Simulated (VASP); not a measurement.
# Al3H (P6/mmm) in VASP: notebook, part 2 of 2

VASP 6.6.1. Earlier steps stand in the parts before.

## (3) Single point, PBE

This run uses another cell than the first one, of 15.30 Å³/atom.

INCAR

```
SYSTEM = Al3H
  ALGO = Normal
  EDIFF = 1E-6
  ENCUT = 520
  GGA = PE
  ISIF = 2
  ISMEAR = 0
  LASPH = .True.
  LCHARG = .False.
  LREAL = .False.
  LWAVE = .False.
  NBANDS = 13
  NELM = 100
  PREC = Accurate
  SIGMA = 0.1
```

KPOINTS

```
k-points
0
Gamma
  6 6 4
  0 0 0
```

POSCAR

```
Al3H
1.0
    4.5716827480      0.0000000000      0.0000000000
   -2.2858413740      3.9591933978      0.0000000000
    0.0000000000      0.0000000000      3.3817678447
Al H
3 1
Direct
    0.3333333333      0.6666666667      0.0000000000
    0.6666666667      0.3333333333      0.0000000000
    0.0000000000      0.0000000000      0.5000000000
    0.0000000000      0.0000000000      0.0000000000
```

Potentials or basis: VASP PAW PBE potentials, release 64 (Al, H).

Run with:

```sh
$ cat potpaw_PBE.64/Al/POTCAR potpaw_PBE.64/H/POTCAR > POTCAR
$ mpirun -np 1 vasp_std > vasp.out
```

OUTCAR:

```text
SYSTEM = Al3H
   EDIFF = 1E-6
   ENCUT = 520
   GGA = PE
   ISIF = 2
   ISMEAR = 0
   LASPH = .True.
   LREAL = .False.
   NELM = 100
   PREC = Accurate

 ion  position               nearest neighbor table
   1  0.333  0.667  0.000-   2 2.64   2 2.64   2 2.64   3 3.13   3 3.13   3 3.13   3 3.13   3 3.13
                             3 3.13
   2  0.667  0.333  0.000-   1 2.64   1 2.64   1 2.64   3 3.13   3 3.13   3 3.13   3 3.13   3 3.13
                             3 3.13
[... 536 lines left out ...]
  --------------------------------------------------------------------------------------
  -------------------------------------------------------------------------------------
  Total       -0.0239471     -0.0239471      0.0229292      0.0000000     -0.0000000      0.0000000
  in kB       -0.6268113     -0.6268113      0.6001671      0.0000000     -0.0000000      0.0000000
  external PRESSURE =      -0.2178185 kB  Pullay stress =       0.0000000 kB

 VOLUME and BASIS-vectors are now :
 -----------------------------------------------------------------------------
  energy-cutoff  :      520.00
  volume of cell :       61.21
      direct lattice vectors                 reciprocal lattice vectors
     4.571682748  0.000000000  0.000000000     0.218737838  0.126288350  0.000000000
    -2.285841374  3.959193398  0.000000000     0.000000000  0.252576699  0.000000000
     0.000000000  0.000000000  3.381767845     0.000000000  0.000000000  0.295703326

 POSITION                                       TOTAL-FORCE (eV/Angst)
 -----------------------------------------------------------------------------------
     -0.00000      2.63946      0.00000         0.000000      0.000000      0.000000
      2.28584      1.31973      0.00000        -0.000000      0.000000      0.000000
      0.00000      0.00000      1.69088         0.000000      0.000000      0.000000
      0.00000      0.00000      0.00000         0.000000      0.000000      0.000000
 -----------------------------------------------------------------------------------
    total drift:                                0.000000     -0.000000      0.000000

  FREE ENERGIE OF THE ION-ELECTRON SYSTEM (eV)
  ---------------------------------------------------
  free  energy   TOTEN  =       -13.1539190219 eV

  energy  without entropy=      -13.1504040252  energy(sigma->0) =      -13.15216152
```

OSZICAR:

```text
N       E                     dE             d eps       ncg     rms          rms(c)
DAV:   1    -0.138381225599E+01   -0.13838E+01   -0.32257E+03   546   0.578E+02
DAV:   2    -0.132750697393E+02   -0.11891E+02   -0.11341E+02   687   0.681E+01
DAV:   3    -0.136408022759E+02   -0.36573E+00   -0.36377E+00   729   0.960E+00
DAV:   4    -0.136439124400E+02   -0.31102E-02   -0.31099E-02   626   0.110E+00
DAV:   5    -0.136439657055E+02   -0.53265E-04   -0.53265E-04   696   0.154E-01    0.374E+00
DAV:   6    -0.132435432330E+02    0.40042E+00   -0.49038E-01   612   0.312E+00    0.184E+00
DAV:   7    -0.131553228743E+02    0.88220E-01   -0.44216E-01   606   0.301E+00    0.429E-01
DAV:   8    -0.131546581257E+02    0.66475E-03   -0.42081E-02   606   0.105E+00    0.225E-01
DAV:   9    -0.131539876106E+02    0.67052E-03   -0.46750E-03   616   0.328E-01    0.745E-02
DAV:  10    -0.131539314800E+02    0.56131E-04   -0.47597E-04   681   0.115E-01    0.327E-02
DAV:  11    -0.131539173817E+02    0.14098E-04   -0.89750E-05   616   0.434E-02    0.106E-02
DAV:  12    -0.131539190894E+02   -0.17077E-05   -0.74471E-06   636   0.152E-02    0.560E-03
DAV:  13    -0.131539190219E+02    0.67543E-07   -0.49279E-07   373   0.344E-03
   1 F= -.13153919E+02 E0= -.13152162E+02  d E =-.351500E-02
```

stdout:

```text
POSCAR found type information on POSCAR AlH
 POSCAR found :  2 types and       4 ions
 scaLAPACK will be used
 LDA part: xc-table for (Slater+PW92), standard interpolation
 POSCAR, INCAR and KPOINTS ok, starting setup
 FFT: planning ... GRIDC
 FFT: planning ... GRID_SOFT
 FFT: planning ... GRID
 WAVECAR not read
 entering main loop
```

Wall time 11 s (1 thread of Intel Xeon Platinum 8559C (Emerald Rapids), shared host); peak memory 0.18 GiB.

What came out:

* Free energy: -13.1539 eV
* Pressure: 0.0 GPa
* Band gap on the k mesh: zero (bands 5 and 6 overlap by 5.30 eV)

Stress tensor (GPa, compression positive):
```
-0.06  0.00  0.00
 0.00 -0.06  0.00
 0.00  0.00  0.06
```

Levels at points of the mesh, in eV from the Fermi level:
```tsv
k point	band 2	band 3	band 4	band 5	band 6	band 7	band 8	band 9
(0.00, 0.00, 0.00)	-3.86	-1.12	-1.12	-1.10	-1.10	0.15	1.71	2.71
(0.50, 0.00, 0.00)	-7.55	-3.87	-3.30	2.55	3.51	4.16	4.93	4.93
(0.00, 0.00, 0.50)	-6.15	-2.26	0.65	0.65	1.66	1.66	2.25	2.25
(0.50, 0.00, 0.50)	-5.15	-4.19	-3.50	-1.73	-1.07	0.66	0.79	5.88
```

Caveat: the k points lie up to 0.46 Å⁻¹ apart, too coarse for converged energies and pressures of a metal.

## (4) Single point, PBE

This run uses another cell than the first one, of 15.36 Å³/atom.

INCAR

```
SYSTEM = Al3H
PREC = Accurate ; ENCUT = 520
EDIFF = 1E-6 ; ISMEAR = 0
SIGMA = 0.1 ; LREAL = .FALSE.
LASPH = .TRUE. ; NELM = 100
ALGO = Normal ; ISIF = 2
LWAVE = .FALSE. ; LCHARG = .TRUE.
GGA = PE ; LELF = .TRUE.
LVHAR = .TRUE. ; NBANDS = 13
```

KPOINTS

```
regular mesh
0
G
  6 6 6
  0 0 0
```

POSCAR

```
Al3H
1.0
    4.5089006990      0.0000000000      0.0000000000
   -2.2544503495      3.9048225485      0.0000000000
    0.0000000000      0.0000000000      3.4892834614
Al H
3 1
Direct
    0.3333333333      0.6666666667      0.0000000000
    0.6666666667      0.3333333333      0.0000000000
    0.0000000000      0.0000000000      0.5000000000
    0.0000000000      0.0000000000      0.0000000000
```

Run with:

```sh
$ cat potpaw_PBE.64/Al/POTCAR potpaw_PBE.64/H/POTCAR > POTCAR
$ mpirun -np 1 vasp_std > vasp.out
```

Wall time 12 s (1 thread of Intel Xeon Platinum 8559C (Emerald Rapids), shared host); peak memory 0.18 GiB.

Results (log left out):

* Free energy: -13.0576 eV
* Pressure: 0.0 GPa
* Band gap on the k mesh: zero (bands 5 and 6 overlap by 5.39 eV)

Stress tensor (GPa, compression positive):
```
 0.06  0.00  0.00
 0.00  0.06  0.00
 0.00  0.00 -0.07
```

Levels at points of the mesh, in eV from the Fermi level:
```
           k point  band 2  band 3  band 4  band 5  band 6  band 7  band 8  band 9
(0.00, 0.00, 0.00)   -3.27   -0.82   -0.82   -0.70   -0.70    0.73    1.19    2.21
(0.50, 0.00, 0.00)   -7.33   -3.45   -3.01    2.74    3.10    3.69    4.97    5.10
(0.00, 0.00, 0.50)   -6.07   -1.89    0.70    0.70    1.82    1.82    2.51    2.51
(0.50, 0.00, 0.50)   -5.21   -4.08   -3.32   -1.59   -1.03    0.88    1.14    6.26
```

## (5) Overview

| cell | k mesh | gap on the mesh (eV) | pressure (GPa) |
| --- | --- | --- | --- |
| a = 3.818, b = 3.818, c = 4.136 Å, angles 90.0, 90.0, 120.0°, 4 atoms | 6 × 6 × 4 | none | 24.2 |
| a = 4.572, b = 4.572, c = 3.382 Å, angles 90.0, 90.0, 120.0°, 4 atoms | 6 × 6 × 4 | none | 0.0 |
| a = 4.509, b = 4.509, c = 3.489 Å, angles 90.0, 90.0, 120.0°, 4 atoms | 6 × 6 × 6 | none | 0.0 |

Alike in all rows: task single point; level PBE; potentials or basis VASP PAW PBE potentials, release 64 (Al, H); no spin polarisation; cutoff (eV) 520; smearing gaussian 0.1 eV.

Caveats: some runs use coarse meshes.

Total energies depend on the potentials used, so only differences within one code and one set of settings carry meaning.
